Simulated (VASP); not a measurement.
# MoS2 (R3m) in VASP: notebook

Runs on MoS2. Level: PBEsol. Tasks: single point.

Program: VASP 6.6.1. These are calculated values, not measurements. Logs are shortened: lines on timing, memory, paths and dates and some standing lists are left out, and cuts for length are marked.

## Step 1: The cell of the first run

It takes space group R3m (No. 160, trigonal). Conventional cell: a = 3.184 Å, b = 3.184 Å, c = 19.446 Å, α = 90.00°, β = 90.00°, γ = 120.00°. Within 3.2 Å of Mo (site symmetry 3m) lie 6 S at 2.41 Å and 6 Mo at 3.18 Å. S (site symmetry 3m) has 3 Mo at 2.41 Å and 7 S at 3.10 to 3.18 Å within 3.2 Å. Within 3.2 Å of S (site symmetry 3m) lie 3 Mo at 2.41 Å and 7 S at 3.10 to 3.18 Å.

## Step 2: Single point, PBEsol, collinear spin, ferromagnetic start

File INCAR:

```
PREC     = Accurate       # precision mode
ENCUT    = 520            # plane-wave cutoff, eV
EDIFF    = 1E-6           # SCF threshold, eV
ISMEAR   = 0              # smearing method
SIGMA    = 0.1            # smearing width, eV
LREAL    = F              # projectors in reciprocal space
LASPH    = T              # aspherical terms in the spheres
NELM     = 150            # most SCF steps
ALGO     = Normal         # electronic algorithm
ISIF     = 2              # what is computed and relaxed
LWAVE    = F              # write WAVECAR
LCHARG   = T              # write CHGCAR
ISPIN    = 2              # spin polarisation
MAGMOM   = 1 0 0          # initial moments
LORBIT   = 11             # projections on sites
LMAXMIX  = 4              # l up to which the mixer works
GGA      = PS             # functional
LELF     = T              # ELF
LVHAR    = T            
NBANDS   = 24             # bands
```

File KPOINTS:

```
Automatic mesh
0
Gamma
  6 6 6
```

File POSCAR:

```
MoS2
1.0
    1.5921519155      0.9192293370      6.4820983796
   -1.5921519155      0.9192293370      6.4820983796
    0.0000000000     -1.8384586740      6.4820983796
Mo S
1 2
Direct
    0.9997750400      0.9997750400      0.9997750400
    0.4129302200      0.4129302200      0.4129302200
    0.2532957400      0.2532957400      0.2532957400
```

Potentials or basis: VASP PAW PBE potentials, release 64 (Mo_sv, S).

Started as:

```console
$ cat potpaw_PBE.64/Mo_sv/POTCAR potpaw_PBE.64/S/POTCAR > POTCAR
$ mpirun -np 1 vasp_std > vasp.out
```

OUTCAR:

```text
PREC = Accurate
   ENCUT = 520
   EDIFF = 1E-6
   ISMEAR = 0
   LREAL = F
   LASPH = T
   NELM = 150
   ISIF = 2
   ISPIN = 2
   LORBIT = 11
   GGA = PS

 ion  position               nearest neighbor table
   1  1.000  1.000  1.000-   3 2.41   3 2.41   3 2.41   2 2.41   2 2.41   2 2.41
   2  0.413  0.413  0.413-   1 2.41   1 2.41   1 2.41
   3  0.253  0.253  0.253-   1 2.41   1 2.41   1 2.41

  LATTYP: Found a trigonal (rhomboedric) cell.
 ALAT       =     6.7377688962
 COS(alpha) =     0.8883222176

  Lattice vectors:

 A1 = (   1.5921519155,   0.9192293370,   6.4820983796)
 A2 = (  -1.5921519155,   0.9192293370,   6.4820983796)
 A3 = (   0.0000000000,  -1.8384586740,   6.4820983796)

Analysis of symmetry for initial positions (statically):
=====================================================================
 Subroutine PRICEL returns:
 Original cell was already a primitive cell.

 Routine SETGRP: Setting up the symmetry group for a
 trigonal (rhombohedral) supercell.

 Subroutine GETGRP returns: Found  6 space group operations
 (whereof  6 operations were pure point group operations)
 out of a pool of 12 trial point group operations.

The static configuration has the point symmetry C_3v.

Analysis of symmetry for dynamics (positions and initial velocities):
=====================================================================
 Subroutine PRICEL returns:
 Original cell was already a primitive cell.

 Routine SETGRP: Setting up the symmetry group for a
 trigonal (rhombohedral) supercell.

 Subroutine GETGRP returns: Found  6 space group operations
 (whereof  6 operations were pure point group operations)
 out of a pool of 12 trial point group operations.

The dynamic configuration has the point symmetry C_3v.

Analysis of structural, dynamic, and magnetic symmetry:
=====================================================================
 Subroutine PRICEL returns:
 Original cell was already a primitive cell.

 Routine SETGRP: Setting up the symmetry group for a
 trigonal (rhombohedral) supercell.

 Subroutine GETGRP returns: Found  6 space group operations
 (whereof  6 operations were pure point group operations)
 out of a pool of 12 trial point group operations.

The overall configuration has the point symmetry C_3v.

 Subroutine INISYM returns: Found  6 space group operations
 (whereof  6 operations are pure point group operations),
 and found     1 'primitive' translations

----------------------------------------------------------------------------------------

                                     Primitive cell

  volume of cell :      56.9214

  direct lattice vectors                    reciprocal lattice vectors
     1.592151915  0.919229337  6.482098380     0.314040385  0.181311301  0.051423677
    -1.592151915  0.919229337  6.482098380    -0.314040385  0.181311301  0.051423677
     0.000000000 -1.838458674  6.482098380     0.000000000 -0.362622601  0.051423677

  length of vectors
     6.737768896  6.737768896  6.737768896     0.366250659  0.366250659  0.366250659

  position of ions in fractional coordinates (direct lattice)
     0.999775040  0.999775040  0.999775040
     0.412930220  0.412930220  0.412930220
     0.253295740  0.253295740  0.253295740

  ion indices of the primitive-cell ions
   primitive index   ion index
                 1           1
                 2           2
                 3           3

----------------------------------------------------------------------------------------

 KPOINTS: Automatic mesh

Automatic generation of k-mesh.
 Grid dimensions read from file:
 generate k-points for:    6    6    6

 Generating k-lattice:

  Cartesian coordinates                     Fractional coordinates (reciprocal lattice)
     0.052340064  0.030218550  0.008570613     0.166666667 -0.000000000  0.000000000
    -0.052340064  0.030218550  0.008570613    -0.000000000  0.166666667  0.000000000
     0.000000000 -0.060437100  0.008570613     0.000000000  0.000000000  0.166666667

  Length of vectors
     0.061041777  0.061041777  0.061041777

  Shift w.r.t. Gamma in fractional coordinates (k-lattice)
     0.000000000  0.000000000  0.000000000

 Subroutine IBZKPT returns following result:
 ===========================================

 Found     32 irreducible k-points:

 Following reciprocal coordinates:
            Coordinates               Weight
  0.000000  0.000000  0.000000      1.000000
  0.166667 -0.000000  0.000000      6.000000
  0.333333 -0.000000  0.000000      6.000000
  0.500000 -0.000000  0.000000      3.000000
  0.166667  0.166667  0.000000      6.000000
  0.333333  0.166667  0.000000     12.000000
[... 16 lines left out ...]
  0.500000  0.500000  0.166667      6.000000
 -0.333333  0.500000  0.166667     12.000000
 [... further k-points ...]
   k-points           NKPTS =     32   k-points in BZ     NKDIM =     32   number of bands    NBANDS=     24
   number of dos      NEDOS =    301   number of ions     NIONS =      3
   total plane-waves  NPLWV = 125000
   dimension x,y,z NGX =    50 NGY =   50 NGZ =   50
   dimension x,y,z NGXF=   100 NGYF=  100 NGZF=  100
   ions per type =               1   2
   NGX,Y,Z   is equivalent  to a cutoff of  12.34, 12.34, 12.34 a.u.
   NGXF,Y,Z  is equivalent  to a cutoff of  24.67, 24.67, 24.67 a.u.
 SYSTEM =  unknown system
   PREC   = accura    normal or accurate (medium, high low for compatibility)
   ISTART =      0    job   : 0-new  1-cont  2-samecut
   ICHARG =      2    charge: 1-file 2-atom 10-const
   ISPIN  =      2    spin polarized calculation?
   LNONCOLLINEAR =      F non collinear calculations
   LSORBIT =      F    spin-orbit coupling
   LASPH  =      T    aspherical Exc in radial PAW
   ENCUT  =  520.0 eV  38.22 Ry    6.18 a.u.  12.53 12.53 12.53*2*pi/ulx,y,z
   NELM   =    150;   NELMIN=  2; NELMDL= -5     # of ELM steps
   EDIFF  = 0.1E-05   stopping-criterion for ELM
   LREAL  =      F    real-space projection
   EDIFFG = 0.1E-04   stopping-criterion for IOM
   NSW    =      0    number of steps for IOM
   IBRION =     -1    ionic relax: 0-MD 1-quasi-New 2-CG
   NFREE  =      0    steps in history (QN), initial steepest desc. (CG)
   ISIF   =      2    stress and relaxation
   ISYM   =      2    0-nonsym 1-usesym 2-fastsym
   POTIM  = 0.5000    time-step for ionic-motion
   TEBEG  =    0.0;   TEEND  =   0.0 temperature during run
   PSTRESS=    0.0 pullay stress
   NELECT =      26.0000    total number of electrons
   NUPDOWN=      -1.0000    fix difference up-down
   EMIN   =  10.00;   EMAX   =-10.00  energy-range for DOS
   EFERMI =   0.00;   METHOD = LEGACY
   ISMEAR =     0;   SIGMA  =   0.10  broadening in eV -4-tet -1-fermi 0-gaus
   EFERMI_NEDOS =   21; number of points for ismear=-14 and -15
   IALGO  =     38    algorithm
   IMIX   =      4    mixing-type and parameters
     AMIX     =   0.40;   BMIX     =  1.00
     AMIX_MAG =   1.60;   BMIX_MAG =  1.00
  volume/ion in A,a.u.               =      18.97       128.04
  Fermi-wavevector in a.u.,A,eV,Ry     =   1.260785  2.382537 21.627516  1.589578
  Thomas-Fermi vector in A             =   2.394277
   LORBIT       =     11    0 simple, 1 ext, 2 COOP (PROOUT), +10 PAW based schemes
   GGA     = PS    functional components
   LHFCALC =     F    Hartree Fock is set to
   AEXX    =    0.0000 exact exchange contribution
   IVDW    =     0    specifies the selected vdW correction
   LEPSILON=     F    determine dielectric tensor
   LRPA    =     F    only Hartree local field effects (RPA)
 spin polarized calculation
 Gauss-broadening in eV      SIGMA  =   0.10
  energy-cutoff  :      520.00
  volume of cell :       56.92
 maximum number of plane-waves:      1545
   NGX = 25   NGY = 25   NGZ = 25

 number of electron      25.9999999 magnetization       0.0000434

 number of electron      25.9999999 magnetization      -0.0000128

 Free energy of the ion-electron system (eV)
  ---------------------------------------------------
  ext. energy  EPLUGINS =         0.00000000
  ---------------------------------------------------
  free energy    TOTEN  =       -23.43030182 eV

  energy without entropy =      -23.43030182  energy(sigma->0) =      -23.43030182

 E-fermi :   7.0313     XC(G=0): -10.5648

 val. band max:        6.5481822591   @ k =   0.5000   0.5000   0.5000
 cond. band min:       7.6270669089   @ k =  -0.1667   0.5000   0.1667
 fundamental gap:      1.0788846498
 Fermi energy:         7.0313488192

 spin component 1

 k-point     1 :       0.0000    0.0000    0.0000
  band No.  band energies     occupation
      1     -54.7612      1.00000
      2     -28.9435      1.00000
      3     -28.7284      1.00000
      4     -28.7284      1.00000
      5      -8.1724      1.00000
      6      -6.6386      1.00000
[... 16 lines left out ...]
     23      18.8147      0.00000
     24      18.8147      0.00000
[... 598 lines left out ...]
      2     -29.0574      1.00000
      3     -28.8676      1.00000
      4     -28.8641      1.00000
      5      -6.2044      1.00000
      6      -6.0344      1.00000
[... 16 lines left out ...]
     23      17.8031      0.00000
     24      18.9681      0.00000

 [... further k-points ...]

 spin component 2

 k-point     1 :       0.0000    0.0000    0.0000
  band No.  band energies     occupation
      1     -54.7612      1.00000
      2     -28.9435      1.00000
      3     -28.7284      1.00000
      4     -28.7284      1.00000
      5      -8.1724      1.00000
      6      -6.6386      1.00000
[... 16 lines left out ...]
     23      18.8147      0.00000
     24      18.8147      0.00000
[... 598 lines left out ...]
      2     -29.0574      1.00000
      3     -28.8676      1.00000
      4     -28.8641      1.00000
      5      -6.2044      1.00000
      6      -6.0344      1.00000
[... 16 lines left out ...]
     23      17.8031      0.00000
     24      18.9681      0.00000

 [... further k-points ...]

------------------------ aborting loop because EDIFF is reached ----------------------------------------

  FORCE on cell =-STRESS in cart. coord.  units (eV):
  Direction    XX          YY          ZZ          XY          YZ          ZX
  --------------------------------------------------------------------------------------
  -------------------------------------------------------------------------------------
  Total       -1.3898017     -1.3898017     -0.5744481      0.0000000      0.0000000      0.0000000
  in kB      -39.1190397    -39.1190397    -16.1691112      0.0000000      0.0000000      0.0000000
  external PRESSURE =     -31.4690635 kB  Pullay stress =       0.0000000 kB

 VOLUME and BASIS-vectors are now :
 -----------------------------------------------------------------------------
  energy-cutoff  :      520.00
  volume of cell :       56.92
      direct lattice vectors                 reciprocal lattice vectors
     1.592151915  0.919229337  6.482098380     0.314040385  0.181311301  0.051423677
    -1.592151915  0.919229337  6.482098380    -0.314040385  0.181311301  0.051423677
     0.000000000 -1.838458674  6.482098380     0.000000000 -0.362622601  0.051423677

 POSITION                                       TOTAL-FORCE (eV/Angst)
 -----------------------------------------------------------------------------------
      0.00000      0.00000     19.44192         0.000000      0.000000     -0.001182
      0.00000      0.00000      8.02996         0.000000     -0.000000     -0.130237
      0.00000      0.00000      4.92566         0.000000      0.000000      0.131420
 -----------------------------------------------------------------------------------
    total drift:                               -0.000000     -0.000000      0.000023

  FREE ENERGIE OF THE ION-ELECTRON SYSTEM (eV)
  ---------------------------------------------------
  free  energy   TOTEN  =       -23.4303018248 eV

  energy  without entropy=      -23.4303018248  energy(sigma->0) =      -23.43030182

 total charge

# of ion       s       p       d       tot
------------------------------------------
    1        2.293   6.219   3.955  12.467
    2        1.357   2.318   0.000   3.675
    3        1.357   2.318   0.000   3.675
--------------------------------------------------
tot          5.007  10.856   3.955  19.818

 magnetization (x)

# of ion       s       p       d       tot
------------------------------------------
    1       -0.000  -0.000  -0.000  -0.000
    2       -0.000   0.000   0.000   0.000
    3       -0.000   0.000   0.000   0.000
--------------------------------------------------
tot         -0.000   0.000  -0.000  -0.000
```

It took 5.2 min on 1 thread of AMD EPYC 7R43 (Zen 3), shared host; peak memory 0.4 GiB.

What came out:

```yaml
Free_energy: -23.4303 eV
Pressure: -3.1 GPa
Largest_force: 0.131 eV/Å
Band_gap_on_the_k_mesh: 1.08 eV, indirect (least direct gap 1.66 eV)
Net_moment: 0.00 μB per cell
Valence_electrons_inside_the_program's_atomic_spheres: Mo 12.47; S 3.67
```

Forces in eV/Å, atoms in the order of the input:
```
Mo   0.000  0.000 -0.001
S    0.000  0.000 -0.130
S    0.000  0.000  0.131
```

Caveat: the PAW data sets were made with another functional, which shifts forces and pressure a little. A hybrid or GW would open this gap; PBEsol tends to underestimate it.

## Step 3: Single point, PBEsol

This run uses another cell than the first one: it holds 9 atoms, not 3.

File INCAR:

```
SYSTEM = MoS2
PREC     = Accurate       ! precision mode
ENCUT    = 520            ! plane-wave cutoff, eV
EDIFF    = 1E-6           ! SCF threshold, eV
ISMEAR   = 0              ! smearing method
SIGMA    = 0.02           ! smearing width, eV
LREAL    = .FALSE.        ! projectors in reciprocal space
LASPH    = .TRUE.         ! aspherical terms in the spheres
NELM     = 80             ! most SCF steps
ALGO     = Normal         ! electronic algorithm
ISIF     = 2              ! what is computed and relaxed
LWAVE    = .FALSE.        ! write WAVECAR
LCHARG   = .FALSE.        ! write CHGCAR
GGA      = PS             ! functional
NBANDS   = 49             ! bands
```

File KPOINTS:

```
Automatic mesh
0
G
  12 12 2
  0 0 0
```

File POSCAR:

```
MoS2
1.0
    3.0802083479      0.0000000000      0.0000000000
   -1.5401041740      2.6675386783      0.0000000000
    0.0000000000      0.0000000000     19.1417271961
Mo S
3 6
Direct
    0.0000000000      0.0000000000      0.0002313481
    0.6666666667      0.3333333333      0.3335646815
    0.3333333333      0.6666666667      0.6668980148
    0.3333333333      0.6666666667      0.2509783623
    0.6666666667      0.3333333333      0.0827892896
    0.0000000000      0.0000000000      0.5843116956
    0.3333333333      0.6666666667      0.4161226230
    0.6666666667      0.3333333333      0.9176450289
    0.0000000000      0.0000000000      0.7494559563
```

Potentials or basis: VASP PAW PBE potentials, release 64 (Mo_sv, S).

Started as:

```console
$ cat potpaw_PBE.64/Mo_sv/POTCAR potpaw_PBE.64/S/POTCAR > POTCAR
$ mpirun -np 1 vasp_std > vasp.out
```

OUTCAR:

```text
SYSTEM = MoS2
   PREC = Accurate
   ENCUT = 520
   EDIFF = 1E-6
   ISMEAR = 0
   LREAL = .FALSE.
   LASPH = .TRUE.
   NELM = 80
   ISIF = 2
   GGA = PS

 ion  position               nearest neighbor table
   1  0.000  0.000  0.000-   5 2.38   5 2.38   5 2.38   8 2.38   8 2.38   8 2.38
   2  0.667  0.333  0.334-   7 2.38   7 2.38   7 2.38   4 2.38   4 2.38   4 2.38
   3  0.333  0.667  0.667-   9 2.38   9 2.38   9 2.38   6 2.38   6 2.38   6 2.38
   4  0.333  0.667  0.251-   2 2.38   2 2.38   2 2.38
   5  0.667  0.333  0.083-   1 2.38   1 2.38   1 2.38
   6  0.000  0.000  0.584-   3 2.38   3 2.38   3 2.38
   7  0.333  0.667  0.416-   2 2.38   2 2.38   2 2.38
[... 1477 lines left out ...]
  external PRESSURE =      38.6241960 kB  Pullay stress =       0.0000000 kB

 VOLUME and BASIS-vectors are now :
 -----------------------------------------------------------------------------
  energy-cutoff  :      520.00
  volume of cell :      157.28
      direct lattice vectors                 reciprocal lattice vectors
     3.080208348  0.000000000  0.000000000     0.324653363  0.187438707  0.000000000
    -1.540104174  2.667538678  0.000000000     0.000000000  0.374877413  0.000000000
     0.000000000  0.000000000 19.141727196     0.000000000  0.000000000  0.052241890

 POSITION                                       TOTAL-FORCE (eV/Angst)
 -----------------------------------------------------------------------------------
      0.00000      0.00000      0.00443        -0.000000     -0.000000     -0.000389
      1.54010      0.88918      6.38500        -0.000000     -0.000000     -0.000389
     -0.00000      1.77836     12.76558         0.000000     -0.000000     -0.000389
     -0.00000      1.77836      4.80416         0.000000      0.000000     -0.001385
      1.54010      0.88918      1.58473         0.000000      0.000000      0.001775
      0.00000      0.00000     11.18474         0.000000      0.000000     -0.001385
     -0.00000      1.77836      7.96531         0.000000      0.000000      0.001775
      1.54010      0.88918     17.56531         0.000000      0.000000     -0.001385
      0.00000      0.00000     14.34588         0.000000      0.000000      0.001775
 -----------------------------------------------------------------------------------
    total drift:                                0.000000      0.000000     -0.000518

  FREE ENERGIE OF THE ION-ELECTRON SYSTEM (eV)
  ---------------------------------------------------
  free  energy   TOTEN  =       -70.2342882794 eV

  energy  without entropy=      -70.2342882794  energy(sigma->0) =      -70.23428828
```

OSZICAR:

```text
N       E                     dE             d eps       ncg     rms          rms(c)
DAV:   1     0.692655290689E+03    0.69266E+03   -0.42212E+04  4036   0.152E+03
DAV:   2    -0.325823513458E+02   -0.72524E+03   -0.69912E+03  4441   0.395E+02
DAV:   3    -0.733021974618E+02   -0.40720E+02   -0.39978E+02  4598   0.837E+01
DAV:   4    -0.743217939314E+02   -0.10196E+01   -0.10133E+01  4618   0.129E+01
DAV:   5    -0.743463529654E+02   -0.24559E-01   -0.24548E-01  4666   0.199E+00    0.474E+01
DAV:   6    -0.712107439155E+02    0.31356E+01   -0.20006E+01  4148   0.222E+01    0.161E+01
DAV:   7    -0.708460775728E+02    0.36467E+00   -0.93982E+00  4122   0.145E+01    0.106E+01
DAV:   8    -0.702310514600E+02    0.61503E+00   -0.20569E+00  4282   0.728E+00    0.381E+00
DAV:   9    -0.702542061027E+02   -0.23155E-01   -0.22337E-01  4789   0.188E+00    0.196E+00
DAV:  10    -0.702342039357E+02    0.20002E-01   -0.88947E-02  4377   0.157E+00    0.479E-01
DAV:  11    -0.702344552128E+02   -0.25128E-03   -0.49092E-03  4639   0.335E-01    0.208E-01
DAV:  12    -0.702343163137E+02    0.13890E-03   -0.44810E-04  4431   0.920E-02    0.138E-01
DAV:  13    -0.702342867952E+02    0.29518E-04   -0.36683E-04  4636   0.838E-02    0.440E-02
DAV:  14    -0.702342873164E+02   -0.52125E-06   -0.26916E-05  4307   0.268E-02    0.402E-02
DAV:  15    -0.702342882794E+02   -0.96296E-06   -0.34981E-06  4167   0.695E-03
   1 F= -.70234288E+02 E0= -.70234288E+02  d E =-.159636E-24
```

Run time: 5 min. Hardware: 1 thread of Intel Xeon 6975P-C, shared host; peak memory 0.4 GiB.

Results:

- Free energy: -70.2343 eV
- Pressure: 3.9 GPa
- Band gap on the k mesh: 1.15 eV

Caveat: the PAW data sets were made with another functional, which shifts forces and pressure a little; this functional lacks dispersion, which binds the layers, so the pressure and a relaxed spacing across them are unreliable.

(Part 1 of 2 ends here.)
